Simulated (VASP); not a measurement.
# Au (Fm-3m) in VASP: single point with PBEsol

Aim: the single point of Au with PBEsol.

Everything below comes from runs of VASP 6.6.1. Logs are shortened: lines on timing, memory, paths and dates and some standing lists are left out, and cuts for length are marked.

## 1. The cell of the first run

Symmetry: Fm-3m, No. 225, cubic system. The conventional cell has a = 4.084 Å, b = 4.084 Å, c = 4.084 Å, α = 90.00°, β = 90.00°, γ = 90.00°. Within 3.8 Å of Au (site symmetry m-3m) lie 12 Au at 2.89 Å.

## 2. Single point, PBEsol

INCAR

```
PREC = Accurate
ENCUT = 500
EDIFF = 1E-6
ISMEAR = 0
SIGMA = 0.1
LREAL = F
LASPH = T
NELM = 120
ALGO = Normal
ISIF = 2
LWAVE = F
LCHARG = T
GGA = PS
LELF = T
LVHAR = T
NBANDS = 12
GGA_COMPAT = F
```

KPOINTS

```
Automatic mesh
0
Gamma
  6 6 6
```

POSCAR

```
Au
1.0
    0.0000000000      2.0417677953      2.0417677953
    2.0417677953      0.0000000000      2.0417677953
    2.0417677953      2.0417677953      0.0000000000
Au
1
Direct
    0.0000000000      0.0000000000      0.0000000000
```

Potentials or basis: VASP PAW PBE potentials, release 64 (Au).

The run is started by

```bash
$ cat potpaw_PBE.64/Au/POTCAR > POTCAR
$ mpirun -np 1 vasp_std > vasp.out
```

OUTCAR:

```text
PREC = Accurate
   ENCUT = 500
   EDIFF = 1E-6
   ISMEAR = 0
   LREAL = F
   LASPH = T
   NELM = 120
   ISIF = 2
   GGA = PS

 ion  position               nearest neighbor table
   1  0.000  0.000  0.000-

  LATTYP: Found a face centered cubic cell.
 ALAT       =     4.0835355906

  Lattice vectors:

 A1 = (   0.0000000000,   2.0417677953,   2.0417677953)
 A2 = (   2.0417677953,   0.0000000000,   2.0417677953)
 A3 = (   2.0417677953,   2.0417677953,   0.0000000000)

Analysis of symmetry for initial positions (statically):
=====================================================================
 Subroutine PRICEL returns:
 Original cell was already a primitive cell.

 Routine SETGRP: Setting up the symmetry group for a
 face centered cubic supercell.

 Subroutine GETGRP returns: Found 48 space group operations
 (whereof 48 operations were pure point group operations)
 out of a pool of 48 trial point group operations.

The static configuration has the point symmetry O_h .

Analysis of symmetry for dynamics (positions and initial velocities):
=====================================================================
 Subroutine PRICEL returns:
 Original cell was already a primitive cell.

 Routine SETGRP: Setting up the symmetry group for a
 face centered cubic supercell.

 Subroutine GETGRP returns: Found 48 space group operations
 (whereof 48 operations were pure point group operations)
 out of a pool of 48 trial point group operations.

The dynamic configuration has the point symmetry O_h .

 Subroutine INISYM returns: Found 48 space group operations
 (whereof 48 operations are pure point group operations),
 and found     1 'primitive' translations

----------------------------------------------------------------------------------------

                                     Primitive cell

  volume of cell :      17.0235

  direct lattice vectors                    reciprocal lattice vectors
     0.000000000  2.041767795  2.041767795    -0.244885829  0.244885829  0.244885829
     2.041767795  0.000000000  2.041767795     0.244885829 -0.244885829  0.244885829
     2.041767795  2.041767795  0.000000000     0.244885829  0.244885829 -0.244885829

  length of vectors
     2.887495707  2.887495707  2.887495707     0.424154699  0.424154699  0.424154699

  position of ions in fractional coordinates (direct lattice)
     0.000000000  0.000000000  0.000000000

  ion indices of the primitive-cell ions
   primitive index   ion index
                 1           1

----------------------------------------------------------------------------------------

 KPOINTS: Automatic mesh

Automatic generation of k-mesh.
 Grid dimensions read from file:
 generate k-points for:    6    6    6

 Generating k-lattice:

  Cartesian coordinates                     Fractional coordinates (reciprocal lattice)
    -0.040814305  0.040814305  0.040814305     0.166666667  0.000000000  0.000000000
     0.040814305 -0.040814305  0.040814305     0.000000000  0.166666667  0.000000000
     0.040814305  0.040814305 -0.040814305     0.000000000  0.000000000  0.166666667

  Length of vectors
     0.070692450  0.070692450  0.070692450

  Shift w.r.t. Gamma in fractional coordinates (k-lattice)
     0.000000000  0.000000000  0.000000000

 Subroutine IBZKPT returns following result:
 ===========================================

 Found     16 irreducible k-points:

 Following reciprocal coordinates:
            Coordinates               Weight
  0.000000  0.000000  0.000000      1.000000
  0.166667  0.000000  0.000000      8.000000
  0.333333  0.000000  0.000000      8.000000
  0.500000  0.000000  0.000000      4.000000
  0.166667  0.166667  0.000000      6.000000
  0.333333  0.166667  0.000000     24.000000
[... 8 lines left out ...]
 -0.333333  0.333333  0.166667     24.000000
 -0.333333  0.500000  0.166667     12.000000
   k-points           NKPTS =     16   k-points in BZ     NKDIM =     16   number of bands    NBANDS=     12
   number of dos      NEDOS =    301   number of ions     NIONS =      1
   total plane-waves  NPLWV =  13824
   dimension x,y,z NGX =    24 NGY =   24 NGZ =   24
   dimension x,y,z NGXF=    48 NGYF=   48 NGZF=   48
   ions per type =               1
   NGX,Y,Z   is equivalent  to a cutoff of  13.82, 13.82, 13.82 a.u.
   NGXF,Y,Z  is equivalent  to a cutoff of  27.64, 27.64, 27.64 a.u.
 SYSTEM =  unknown system
   PREC   = accura    normal or accurate (medium, high low for compatibility)
   ISTART =      0    job   : 0-new  1-cont  2-samecut
   ICHARG =      2    charge: 1-file 2-atom 10-const
   ISPIN  =      1    spin polarized calculation?
   LNONCOLLINEAR =      F non collinear calculations
   LSORBIT =      F    spin-orbit coupling
   LASPH  =      T    aspherical Exc in radial PAW
   ENCUT  =  500.0 eV  36.75 Ry    6.06 a.u.   5.26  5.26  5.26*2*pi/ulx,y,z
   NELM   =    120;   NELMIN=  2; NELMDL= -5     # of ELM steps
   EDIFF  = 0.1E-05   stopping-criterion for ELM
   LREAL  =      F    real-space projection
   EDIFFG = 0.1E-04   stopping-criterion for IOM
   NSW    =      0    number of steps for IOM
   IBRION =     -1    ionic relax: 0-MD 1-quasi-New 2-CG
   NFREE  =      0    steps in history (QN), initial steepest desc. (CG)
   ISIF   =      2    stress and relaxation
   ISYM   =      2    0-nonsym 1-usesym 2-fastsym
   POTIM  = 0.5000    time-step for ionic-motion
   TEBEG  =    0.0;   TEEND  =   0.0 temperature during run
   PSTRESS=    0.0 pullay stress
   NELECT =      11.0000    total number of electrons
   NUPDOWN=      -1.0000    fix difference up-down
   EMIN   =  10.00;   EMAX   =-10.00  energy-range for DOS
   EFERMI =   0.00;   METHOD = LEGACY
   ISMEAR =     0;   SIGMA  =   0.10  broadening in eV -4-tet -1-fermi 0-gaus
   EFERMI_NEDOS =   21; number of points for ismear=-14 and -15
   IALGO  =     38    algorithm
   IMIX   =      4    mixing-type and parameters
     AMIX     =   0.40;   BMIX     =  1.00
     AMIX_MAG =   1.60;   BMIX_MAG =  1.00
  volume/ion in A,a.u.               =      17.02       114.88
  Fermi-wavevector in a.u.,A,eV,Ry     =   1.415325  2.674576 27.254424  2.003144
  Thomas-Fermi vector in A             =   2.536775
   LORBIT       =      0    0 simple, 1 ext, 2 COOP (PROOUT), +10 PAW based schemes
   GGA     = PS    functional components
   LHFCALC =     F    Hartree Fock is set to
   AEXX    =    0.0000 exact exchange contribution
   IVDW    =     0    specifies the selected vdW correction
   LEPSILON=     F    determine dielectric tensor
   LRPA    =     F    only Hartree local field effects (RPA)
 non-spin polarized calculation
 Gauss-broadening in eV      SIGMA  =   0.10
  energy-cutoff  :      500.00
  volume of cell :       17.02
 maximum number of plane-waves:       444
 NGX is ok and might be reduce to    24
   NGX = 11   NGY = 11   NGZ = 11

 number of electron      11.0000000 magnetization

 Free energy of the ion-electron system (eV)
  ---------------------------------------------------
  ext. energy  EPLUGINS =         0.00000000
  ---------------------------------------------------
  free energy    TOTEN  =        -3.85335998 eV

  energy without entropy =       -3.84738720  energy(sigma->0) =       -3.85037359

 E-fermi :   9.2232     XC(G=0): -12.8901

 val. band max:        9.2006336676   @ k =   0.5000   0.3333   0.1667
 cond. band min:       9.9419382368   @ k =   0.5000   0.1667   0.0000
 fundamental gap:      0.7413045692
 Fermi energy:         9.2232148457

 k-point     1 :       0.0000    0.0000    0.0000
  band No.  band energies     occupation
      1      -0.6354      2.00000
      2       4.6167      2.00000
      3       4.6167      2.00000
      4       4.6167      2.00000
      5       6.1508      2.00000
      6       6.1508      2.00000
      7      23.7939      0.00000
      8      27.7966      0.00000
      9      27.7966      0.00000
     10      27.7966      0.00000
     11      32.6656      0.00000
     12      37.3430      0.00000

 k-point     2 :       0.1667    0.0000    0.0000
  band No.  band energies     occupation
      1       0.2811      2.00000
      2       4.3915      2.00000
      3       4.8631      2.00000
      4       4.8631      2.00000
      5       6.0967      2.00000
      6       6.0967      2.00000
      7      23.4799      0.00000
      8      24.8982      0.00000
      9      28.8092      0.00000
     10      28.8092      0.00000
     11      31.6490      0.00000
     12      33.8748      0.00000

 k-point     3 :       0.3333    0.0000    0.0000
  band No.  band energies     occupation
      1       1.7883      2.00000
      2       4.7716      2.00000
      3       4.7716      2.00000
      4       5.3094      2.00000
      5       6.7620      2.00000
      6       6.7620      2.00000
      7      17.1447      0.00000
      8      24.1297      0.00000
      9      28.1108      0.00000
     10      28.1108      0.00000
     11      32.4350      0.00000
     12      32.7727      0.00000
[... 166 lines left out ...]
 k-point    15 :      -0.3333    0.3333    0.1667
  band No.  band energies     occupation
      1       3.5232      2.00000
      2       3.6297      2.00000
      3       4.5340      2.00000
      4       5.8890      2.00000
      5       7.2616      2.00000
      6      12.5944      0.00000
      7      13.3985      0.00000
      8      19.0639      0.00000
      9      20.9461      0.00000
     10      28.5585      0.00000
     11      32.5279      0.00000
     12      37.1505      0.00000

 k-point    16 :      -0.3333    0.5000    0.1667
  band No.  band energies     occupation
      1       2.9631      2.00000
      2       3.2564      2.00000
      3       5.3266      2.00000
      4       6.4183      2.00000
      5       7.6801      2.00000
      6      13.4490      0.00000
      7      14.2086      0.00000
      8      17.4496      0.00000
      9      18.8003      0.00000
     10      30.2979      0.00000
     11      30.8357      0.00000
     12      34.1513      0.00000

------------------------ aborting loop because EDIFF is reached ----------------------------------------

  FORCE on cell =-STRESS in cart. coord.  units (eV):
  Direction    XX          YY          ZZ          XY          YZ          ZX
  --------------------------------------------------------------------------------------
  -------------------------------------------------------------------------------------
  Total        0.1034780      0.1034780      0.1034780      0.0000000     -0.0000000     -0.0000000
  in kB        9.7388950      9.7388950      9.7388950      0.0000000     -0.0000000     -0.0000000
  external PRESSURE =       9.7388950 kB  Pullay stress =       0.0000000 kB

 VOLUME and BASIS-vectors are now :
 -----------------------------------------------------------------------------
  energy-cutoff  :      500.00
  volume of cell :       17.02
      direct lattice vectors                 reciprocal lattice vectors
     0.000000000  2.041767795  2.041767795    -0.244885829  0.244885829  0.244885829
     2.041767795  0.000000000  2.041767795     0.244885829 -0.244885829  0.244885829
     2.041767795  2.041767795  0.000000000     0.244885829  0.244885829 -0.244885829

 POSITION                                       TOTAL-FORCE (eV/Angst)
 -----------------------------------------------------------------------------------
      0.00000      0.00000      0.00000         0.000000      0.000000     -0.000000
 -----------------------------------------------------------------------------------
    total drift:                               -0.000000     -0.000000     -0.000000

  FREE ENERGIE OF THE ION-ELECTRON SYSTEM (eV)
  ---------------------------------------------------
  free  energy   TOTEN  =        -3.8533599799 eV

  energy  without entropy=       -3.8473871997  energy(sigma->0) =       -3.85037359
```

Wall time 3.8 s (1 thread of Intel Xeon Platinum 8559C (Emerald Rapids), shared host); peak memory 0.13 GiB.

Results:

```yaml
Free_energy: -3.8534 eV
Pressure: 1.0 GPa
```

Caveat: the k points lie up to 0.44 Å⁻¹ apart; the PAW data sets were made with another functional, which shifts forces and pressure a little; spin-orbit coupling is left out, which moves the levels of the heavy elements.
